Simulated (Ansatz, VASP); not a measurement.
# B2P3: VASP beside Ansatz

```
CELL_PARAMETERS angstrom
3.71954 0.00000 0.00000
-1.85977 3.22122 0.00000
0.00000 0.00000 5.78351
ATOMIC_POSITIONS crystal
B 0.66667 0.33333 0.75376
B 0.33333 0.66667 0.24624
P 0.66667 0.33333 0.35411
P 0.33333 0.66667 0.64589
P 0.00000 0.00000 0.00000
```

Change from the starting cell: species swapped into the La2O3 type (P-3m1, No. 164).

Alike in both runs: task single point; functional PBE; k mesh 6 × 6 × 4; occupations gaussian, width 0.1 eV; no spin polarisation.

|  | VASP | Ansatz |
| --- | --- | --- |
| version | VASP 6.6.1 | Ansatz 0.2.0 |
| potentials or method | VASP PAW PBE potentials, release 64 (B, P), cutoff 520 eV | scalar-relativistic, plane waves, PAW |
| valence electrons in the cell | 21 | 21 |

```tsv
	VASP	Ansatz	Ansatz less VASP
gap on the k mesh at the Fermi level (eV)	none	none	-
pressure (GPa)	-14.6	-14.5	+0.11
traceless stress, the component that is largest in VASP (GPa)	3.73	3.74	+0.006
rms of the force components (eV/Å)	0.318	0.317	-0.0007
```

Atom by atom the forces differ by 0.002 eV/Å (rms over components). A gap of «none» marks a metal or a gap that the smearing closes. With one functional, cell and mesh, what is left measures potentials, basis and numerics.
